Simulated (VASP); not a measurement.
A run of VASP 6.6.1:

INCAR

```
PREC = Accurate
ENCUT = 600
EDIFF = 1E-7
ISMEAR = 0
SIGMA = 0.1
LREAL = False
LASPH = True
NELM = 80
ALGO = Fast
ISIF = 3
LWAVE = False
LCHARG = False
GGA = PE
IBRION = 2
NSW = 100
EDIFFG = -0.01
```

File KPOINTS:

```
Automatic mesh
0
Gamma
  6 6 6
```

File POSCAR:

```
CdHg3Se4
1.0
    6.2596341169      0.0000000000      0.0000000000
    0.0000000000      6.2596341169      0.0000000000
    0.0000000000      0.0000000000      6.2596341169
Cd Hg Se
1 3 4
Direct
    0.0000000000      0.0000000000      0.0000000000
    0.5000000000      0.0000000000      0.5000000000
    0.5000000000      0.5000000000      0.0000000000
    0.0000000000      0.5000000000      0.5000000000
    0.7515614770      0.2484385230      0.2484385230
    0.7515614770      0.7515614770      0.7515614770
    0.2484385230      0.2484385230      0.7515614770
    0.2484385230      0.7515614770      0.2484385230
```

Potentials or basis: VASP PAW PBE potentials, release 64 (Cd, Hg, Se).

Launch:

```console
$ cat potpaw_PBE.64/Cd/POTCAR potpaw_PBE.64/Hg/POTCAR potpaw_PBE.64/Se/POTCAR > POTCAR
$ mpirun -np 1 vasp_std > vasp.out
```

Hardware: 1 thread of Oxide Virtual Turin-like Processor, on a shared host.

Question: How long does it take, and how much memory?

Answer: Wall time 13 min on 1 thread of Oxide Virtual Turin-like Processor, with other jobs on the host, peak memory 0.49 GiB. Counts: scf iterations 27, k points 20, ion steps 2.
